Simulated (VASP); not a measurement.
Input of a VASP 6.6.1 run:

Contents of INCAR:

```
PREC     = Accurate       # precision mode
ENCUT    = 520            # plane-wave cutoff, eV
EDIFF    = 1E-6           # SCF threshold, eV
ISMEAR   = -1             # smearing method
SIGMA    = 0.05           # smearing width, eV
LREAL    = F              # projectors in reciprocal space
LASPH    = T              # aspherical terms in the spheres
NELM     = 60             # most SCF steps
ALGO     = Normal         # electronic algorithm
ISIF     = 2              # what is computed and relaxed
LWAVE    = F              # write WAVECAR
LCHARG   = F              # write CHGCAR
GGA      = PE             # functional
NBANDS   = 25             # bands
```

KPOINTS

```
regular mesh
0
Gamma
  5 5 3
```

File POSCAR:

```
CS2
1.0
    3.5728722400     -2.9344277200      0.0000000000
    3.5728722400      2.9344277200      0.0000000000
    0.0000000000      0.0000000000      9.8512570000
S C
4 2
Direct
    0.1815210000      0.8184790000      0.8868670000
    0.3184790000      0.6815210000      0.3868670000
    0.6815210000      0.3184790000      0.6131330000
    0.8184790000      0.1815210000      0.1131330000
    0.5000000000      0.5000000000      0.5000000000
    0.0000000000      0.0000000000      0.0000000000
```

Potentials or basis: VASP PAW PBE potentials, release 64 (S, C).

The run is started by

```bash
$ cat potpaw_PBE.64/S/POTCAR potpaw_PBE.64/C/POTCAR > POTCAR
$ mpirun -np 1 vasp_std > vasp.out
```

Question: Predict the largest force.

Answer: 0.802 eV/Å.

Question: Estimate the band gap on the k mesh.

Answer: 3.48 eV.

Question: Estimate the pressure.

Answer: 1.3 GPa.

Forces in eV/Å, atoms in the order of the input:
```
S    0.000 -0.553 -0.580
S    0.000  0.553 -0.580
S    0.000 -0.553  0.580
S    0.000  0.553  0.580
C    0.000  0.000  0.000
C    0.000  0.000  0.000
```

Caveat: this functional lacks dispersion, which holds the molecules together, so the pressure and a relaxed volume are unreliable. A k mesh can miss the band edges.
